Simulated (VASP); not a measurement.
# AlRu (P4mm) in VASP: further runs

AlRu is run at these levels: PBEsol; tasks: single point.

All numbers are computed with VASP 6.6.1; they aren't measurements. Logs are shortened: lines on timing, memory, paths and dates and some standing lists are left out, and cuts for length are marked.

**1. The cell of the first run**

Symmetry: P4mm, No. 99, tetragonal system. The conventional cell has a = 2.976 Å, b = 2.976 Å, c = 2.976 Å, α = 90.00°, β = 90.00°, γ = 90.00°. Within 3.1 Å of Al (site symmetry 4mm) lie 8 Ru at 2.35 to 2.86 Å and 6 Al at 2.98 Å. Within 3.1 Å of Ru (site symmetry 4mm) lie 8 Al at 2.35 to 2.86 Å and 6 Ru at 2.98 Å.

**2. Single point, PBEsol (atom 1 (Al) moved by (+0.000, -0.450) A along [1 1 0] and z)**

Input file INCAR:

```
SYSTEM = AlRu
  ALGO = Fast
  EDIFF = 1E-6
  ENCUT = 520
  GGA = PS
  ISIF = 2
  ISMEAR = 0
  LASPH = .TRUE.
  LCHARG = .TRUE.
  LELF = .TRUE.
  LREAL = .FALSE.
  LVHAR = .TRUE.
  LWAVE = .FALSE.
  NBANDS = 16
  NELM = 60
  PREC = Accurate
  SIGMA = 0.15
```

Input file KPOINTS:

```
k-points
0
G
  20 20 20
  0 0 0
```

Input file POSCAR:

```
AlRu
1.0
    2.9764078218      0.0000000000      0.0000000000
    0.0000000000      2.9764078218      0.0000000000
    0.0000000000      0.0000000000      2.9764078218
Al Ru
1 1
Direct
    0.0000000000      0.0000000000     -0.1511889590
    0.5000000000      0.5000000000      0.5000000000
```

Potentials or basis: VASP PAW PBE potentials, release 64 (Al, Ru_pv).

Run with:

```console
cat potpaw_PBE.64/Al/POTCAR potpaw_PBE.64/Ru_pv/POTCAR > POTCAR
mpirun -np 1 vasp_std > vasp.out
```

OUTCAR:

```text
SYSTEM = AlRu
   EDIFF = 1E-6
   ENCUT = 520
   GGA = PS
   ISIF = 2
   ISMEAR = 0
   LASPH = .TRUE.
   LREAL = .FALSE.
   NELM = 60
   PREC = Accurate

 ion  position               nearest neighbor table
   1  0.000  0.000  0.849-   2 2.35   2 2.35   2 2.35   2 2.35   2 2.86   2 2.86   2 2.86   2 2.86

   2  0.500  0.500  0.500-   1 2.35   1 2.35   1 2.35   1 2.35   1 2.86   1 2.86   1 2.86   1 2.86

  LATTYP: Found a simple cubic cell.
 ALAT       =     2.9764078218

  Lattice vectors:

 A1 = (   2.9764078218,   0.0000000000,   0.0000000000)
 A2 = (   0.0000000000,   2.9764078218,   0.0000000000)
 A3 = (   0.0000000000,   0.0000000000,   2.9764078218)

Analysis of symmetry for initial positions (statically):
=====================================================================
 Subroutine PRICEL returns:
 Original cell was already a primitive cell.

 Routine SETGRP: Setting up the symmetry group for a
 simple cubic supercell.

 Subroutine GETGRP returns: Found  8 space group operations
 (whereof  8 operations were pure point group operations)
 out of a pool of 48 trial point group operations.

The static configuration has the point symmetry C_4v.

Analysis of symmetry for dynamics (positions and initial velocities):
=====================================================================
 Subroutine PRICEL returns:
 Original cell was already a primitive cell.

 Routine SETGRP: Setting up the symmetry group for a
 simple cubic supercell.

 Subroutine GETGRP returns: Found  8 space group operations
 (whereof  8 operations were pure point group operations)
 out of a pool of 48 trial point group operations.

The dynamic configuration has the point symmetry C_4v.

 Subroutine INISYM returns: Found  8 space group operations
 (whereof  8 operations are pure point group operations),
 and found     1 'primitive' translations

----------------------------------------------------------------------------------------

                                     Primitive cell

  volume of cell :      26.3680

  direct lattice vectors                    reciprocal lattice vectors
     2.976407822  0.000000000  0.000000000     0.335975464  0.000000000  0.000000000
     0.000000000  2.976407822  0.000000000     0.000000000  0.335975464  0.000000000
     0.000000000  0.000000000  2.976407822     0.000000000  0.000000000  0.335975464

  length of vectors
     2.976407822  2.976407822  2.976407822     0.335975464  0.335975464  0.335975464

  position of ions in fractional coordinates (direct lattice)
     0.000000000  0.000000000  0.848811041
     0.500000000  0.500000000  0.500000000

  ion indices of the primitive-cell ions
   primitive index   ion index
                 1           1
                 2           2

----------------------------------------------------------------------------------------

 KPOINTS: k-points

Automatic generation of k-mesh.
 Grid dimensions read from file:
 generate k-points for:   20   20   20

 Generating k-lattice:

  Cartesian coordinates                     Fractional coordinates (reciprocal lattice)
     0.016798773  0.000000000  0.000000000     0.050000000  0.000000000  0.000000000
     0.000000000  0.016798773  0.000000000     0.000000000  0.050000000  0.000000000
     0.000000000  0.000000000  0.016798773     0.000000000  0.000000000  0.050000000

  Length of vectors
     0.016798773  0.016798773  0.016798773

  Shift w.r.t. Gamma in fractional coordinates (k-lattice)
     0.000000000  0.000000000  0.000000000

 Subroutine IBZKPT returns following result:
 ===========================================

 Found    726 irreducible k-points:

 Following reciprocal coordinates:
            Coordinates               Weight
  0.000000  0.000000  0.000000      1.000000
  0.050000  0.000000  0.000000      4.000000
  0.000000  0.000000  0.050000      2.000000
  0.100000  0.000000  0.000000      4.000000
  0.000000  0.000000  0.100000      2.000000
  0.150000  0.000000  0.000000      4.000000
[... 16 lines left out ...]
  0.000000  0.050000  0.050000      8.000000
  0.100000  0.050000  0.000000      8.000000
 [... further k-points ...]
   k-points           NKPTS =    726   k-points in BZ     NKDIM =    726   number of bands    NBANDS=     16
   number of dos      NEDOS =    301   number of ions     NIONS =      2
   total plane-waves  NPLWV =  13824
   dimension x,y,z NGX =    24 NGY =   24 NGZ =   24
   dimension x,y,z NGXF=    48 NGYF=   48 NGZF=   48
   ions per type =               1   1
   NGX,Y,Z   is equivalent  to a cutoff of  13.41, 13.41, 13.41 a.u.
   NGXF,Y,Z  is equivalent  to a cutoff of  26.81, 26.81, 26.81 a.u.
 SYSTEM =  AlRu
   PREC   = accura    normal or accurate (medium, high low for compatibility)
   ISTART =      0    job   : 0-new  1-cont  2-samecut
   ICHARG =      2    charge: 1-file 2-atom 10-const
   ISPIN  =      1    spin polarized calculation?
   LNONCOLLINEAR =      F non collinear calculations
   LSORBIT =      F    spin-orbit coupling
   LASPH  =      T    aspherical Exc in radial PAW
   ENCUT  =  520.0 eV  38.22 Ry    6.18 a.u.   5.53  5.53  5.53*2*pi/ulx,y,z
   NELM   =     60;   NELMIN=  2; NELMDL= -5     # of ELM steps
   EDIFF  = 0.1E-05   stopping-criterion for ELM
   LREAL  =      F    real-space projection
   EDIFFG = 0.1E-04   stopping-criterion for IOM
   NSW    =      0    number of steps for IOM
   IBRION =     -1    ionic relax: 0-MD 1-quasi-New 2-CG
   NFREE  =      0    steps in history (QN), initial steepest desc. (CG)
   ISIF   =      2    stress and relaxation
   ISYM   =      2    0-nonsym 1-usesym 2-fastsym
   POTIM  = 0.5000    time-step for ionic-motion
   TEBEG  =    0.0;   TEEND  =   0.0 temperature during run
   PSTRESS=    0.0 pullay stress
   NELECT =      17.0000    total number of electrons
   NUPDOWN=      -1.0000    fix difference up-down
   EMIN   =  10.00;   EMAX   =-10.00  energy-range for DOS
   EFERMI =   0.00;   METHOD = LEGACY
   ISMEAR =     0;   SIGMA  =   0.15  broadening in eV -4-tet -1-fermi 0-gaus
   EFERMI_NEDOS =   21; number of points for ismear=-14 and -15
   IALGO  =     68    algorithm
   IMIX   =      4    mixing-type and parameters
     AMIX     =   0.40;   BMIX     =  1.00
     AMIX_MAG =   1.60;   BMIX_MAG =  1.00
  volume/ion in A,a.u.               =      13.18        88.97
  Fermi-wavevector in a.u.,A,eV,Ry     =   1.414269  2.672581 27.213787  2.000157
  Thomas-Fermi vector in A             =   2.535829
   LORBIT       =      0    0 simple, 1 ext, 2 COOP (PROOUT), +10 PAW based schemes
   GGA     = PS    functional components
   LHFCALC =     F    Hartree Fock is set to
   AEXX    =    0.0000 exact exchange contribution
   IVDW    =     0    specifies the selected vdW correction
   LEPSILON=     F    determine dielectric tensor
   LRPA    =     F    only Hartree local field effects (RPA)
 non-spin polarized calculation
 RMM-DIIS sequential band-by-band and
 Gauss-broadening in eV      SIGMA  =   0.15
  energy-cutoff  :      520.00
  volume of cell :       26.37
 maximum number of plane-waves:       739
 NGX is ok and might be reduce to    24
   NGX = 11   NGY = 11   NGZ = 11

 number of electron      16.9999996 magnetization

 Free energy of the ion-electron system (eV)
  ---------------------------------------------------
  ext. energy  EPLUGINS =         0.00000000
  ---------------------------------------------------
  free energy    TOTEN  =       -14.72712525 eV

  energy without entropy =      -14.70963307  energy(sigma->0) =      -14.71837916

 E-fermi :  10.7048     XC(G=0): -12.7096

 val. band max:       10.7022925315   @ k =   0.3500   0.1500   0.4000
 cond. band min:      10.7081546359   @ k =   0.0500   0.0000   0.2500
 fundamental gap:      0.0058621044
 Fermi energy:        10.7048001122

 k-point     1 :       0.0000    0.0000    0.0000
  band No.  band energies     occupation
      1     -30.9447      2.00000
      2     -30.9447      2.00000
      3     -30.9018      2.00000
      4       1.0913      2.00000
      5       6.8229      2.00000
      6       7.0229      2.00000
[... 8 lines left out ...]
     15      22.9214      0.00000
     16      25.2631      0.00000

 k-point     2 :       0.0500    0.0000    0.0000
  band No.  band energies     occupation
      1     -30.9504      2.00000
      2     -30.9442      2.00000
      3     -30.9013      2.00000
      4       1.1412      2.00000
      5       6.8424      2.00000
      6       7.0415      2.00000
[... 8 lines left out ...]
     15      22.9219      0.00000
     16      25.4216      0.00000

 k-point     3 :       0.0000    0.0000    0.0500
  band No.  band energies     occupation
      1     -30.9442      2.00000
      2     -30.9442      2.00000
      3     -30.9073      2.00000
      4       1.1384      2.00000
      5       6.8384      2.00000
      6       7.0417      2.00000
[... 8 lines left out ...]
     15      22.9218      0.00000
     16      25.3539      0.00000

 k-point     4 :       0.1000    0.0000    0.0000
  band No.  band energies     occupation
      1     -30.9672      2.00000
      2     -30.9429      2.00000
      3     -30.8999      2.00000
      4       1.2895      2.00000
      5       6.8955      2.00000
      6       7.0956      2.00000
[... 8 lines left out ...]
     15      22.9255      0.00000
     16      25.9260      0.00000
[... 324 lines left out ...]
 k-point    22 :       0.0500    0.0500    0.0000
  band No.  band energies     occupation
      1     -30.9503      2.00000
      2     -30.9497      2.00000
      3     -30.9008      2.00000
      4       1.1909      2.00000
      5       6.8627      2.00000
      6       7.0597      2.00000
[... 8 lines left out ...]
     15      22.9220      0.00000
     16      25.5601      0.00000

 k-point    23 :       0.0000    0.0500    0.0500
  band No.  band energies     occupation
      1     -30.9500      2.00000
      2     -30.9437      2.00000
      3     -30.9068      2.00000
      4       1.1881      2.00000
      5       6.8579      2.00000
      6       7.0607      2.00000
[... 8 lines left out ...]
     15      22.9221      0.00000
     16      25.5036      0.00000

 k-point    24 :       0.1000    0.0500    0.0000
  band No.  band energies     occupation
      1     -30.9667      2.00000
      2     -30.9486      2.00000
      3     -30.8994      2.00000
      4       1.3386      2.00000
      5       6.9184      2.00000
      6       7.1127      2.00000
[... 8 lines left out ...]
     15      22.9260      0.00000
     16      26.0132      0.00000

 [... further k-points ...]
[... 5 lines left out ...]
  --------------------------------------------------------------------------------------
  -------------------------------------------------------------------------------------
  Total        3.4918850      3.4918850      0.5376859      0.0000000      0.0000000      0.0000000
  in kB      212.1745103    212.1745103     32.6709605      0.0000000      0.0000000      0.0000000
  external PRESSURE =     152.3399937 kB  Pullay stress =       0.0000000 kB

 VOLUME and BASIS-vectors are now :
 -----------------------------------------------------------------------------
  energy-cutoff  :      520.00
  volume of cell :       26.37
      direct lattice vectors                 reciprocal lattice vectors
     2.976407822  0.000000000  0.000000000     0.335975464  0.000000000  0.000000000
     0.000000000  2.976407822  0.000000000     0.000000000  0.335975464  0.000000000
     0.000000000  0.000000000  2.976407822     0.000000000  0.000000000  0.335975464

 POSITION                                       TOTAL-FORCE (eV/Angst)
 -----------------------------------------------------------------------------------
      0.00000      0.00000      2.52641         0.000000     -0.000000      3.430646
      1.48820      1.48820      1.48820        -0.000000      0.000000     -3.430646
 -----------------------------------------------------------------------------------
    total drift:                                0.000000     -0.000000      0.001394

  FREE ENERGIE OF THE ION-ELECTRON SYSTEM (eV)
  ---------------------------------------------------
  free  energy   TOTEN  =       -14.7271252530 eV

  energy  without entropy=      -14.7096330725  energy(sigma->0) =      -14.71837916
```

Wall time 2.2 min (1 thread of Intel Xeon Platinum 8375C at 2.90GHz (Ice Lake), shared host); peak memory 0.39 GiB.

Results:

| Item | Value |
| --- | --- |
| Free energy | -14.7271 eV |
| Pressure | 15.2 GPa |
| Largest force | 3.431 eV/Å |
| Band gap on the k mesh | zero (an odd number of electrons rules out a gap without spin polarisation) |

Forces on the atoms (eV/Å):
```
Al   0.000  0.000  3.431
Ru   0.000  0.000 -3.431
```

Caveat: the cell differs from its parent crystal (atom 1 (Al) moved by (+0.000, -0.450) A along [1 1 0] and z); the stress differs along the axes, from 3 to 21 GPa; the PAW data sets were made with another functional, which shifts forces and pressure a little.

**3. Single point, PBEsol (atom 1 (Al) moved by (+0.000, -0.225) A along [1 1 0] and z)**

Input file INCAR:

```
SYSTEM = AlRu
  PREC = Accurate
  ENCUT = 520
  EDIFF = 1E-7
  ISMEAR = 0
  SIGMA = 0.15
  LREAL = .False.
  LASPH = .True.
  NELM = 100
  ALGO = Fast
  ISIF = 2
  LWAVE = .False.
  LCHARG = .True.
  GGA = PS
  LELF = .True.
  LVHAR = .True.
  NBANDS = 16
```

Input file KPOINTS:

```
regular mesh
0
Gamma
  20 20 20
  0 0 0
```

Changes to POSCAR since step 2:

```diff
@@ -8,3 +8,3 @@
 Direct
-    0.0000000000      0.0000000000     -0.1511889590
+    0.0000000000      0.0000000000     -0.0755944795
     0.5000000000      0.5000000000      0.5000000000
```

Potentials or basis: VASP PAW PBE potentials, release 64 (Al, Ru_pv).

Run with:

```console
cat potpaw_PBE.64/Al/POTCAR potpaw_PBE.64/Ru_pv/POTCAR > POTCAR
mpirun -np 1 vasp_std > vasp.out
```

It took 2.7 min on 1 thread of Intel Xeon Platinum 8375C at 2.90GHz (Ice Lake), shared host; peak memory 0.39 GiB.

The run converged. Its results:

| Property | Result |
| --- | --- |
| Free energy | -15.3225 eV |
| Pressure | 4.1 GPa |
| Largest force | 1.811 eV/Å |
| Band gap on the k mesh | zero (an odd number of electrons rules out a gap without spin polarisation) |

Forces in eV/Å, atoms in the order of the input:
```
Al   0.000  0.000  1.811
Ru   0.000  0.000 -1.811
```

Stress tensor (GPa, compression positive):
```
5.51 0.00 0.00
0.00 5.51 0.00
0.00 0.00 1.14
```

Levels at points of the mesh, in eV from the Fermi level:
| k point | band 6 | band 7 | band 8 | band 9 | band 10 | band 11 | band 12 | band 13 |
| --- | --- | --- | --- | --- | --- | --- | --- | --- |
| (0.00, 0.00, 0.00) | -3.68 | 0.14 | 0.20 | 0.20 | 6.24 | 6.24 | 6.29 | 11.16 |
| (0.50, 0.00, 0.00) | -2.89 | -1.70 | -1.58 | 0.45 | 2.33 | 7.49 | 11.24 | 11.39 |
| (0.00, 0.00, 0.50) | -2.93 | -1.59 | -1.59 | 0.39 | 2.41 | 7.64 | 10.98 | 10.98 |
| (0.50, 0.50, 0.00) | -1.66 | -1.66 | -0.78 | -0.78 | 1.57 | 5.33 | 6.24 | 11.32 |
| (0.00, 0.50, 0.50) | -1.34 | -1.28 | -1.18 | -1.17 | 1.57 | 5.43 | 6.35 | 10.88 |
| (0.50, 0.50, 0.50) | -4.66 | 1.66 | 1.67 | 2.64 | 4.08 | 4.08 | 4.27 | 8.81 |

Caveat: the cell differs from its parent crystal (atom 1 (Al) moved by (+0.000, -0.225) A along [1 1 0] and z); the cell stands under pressure; the PAW data sets were made with another functional, which shifts forces and pressure a little.
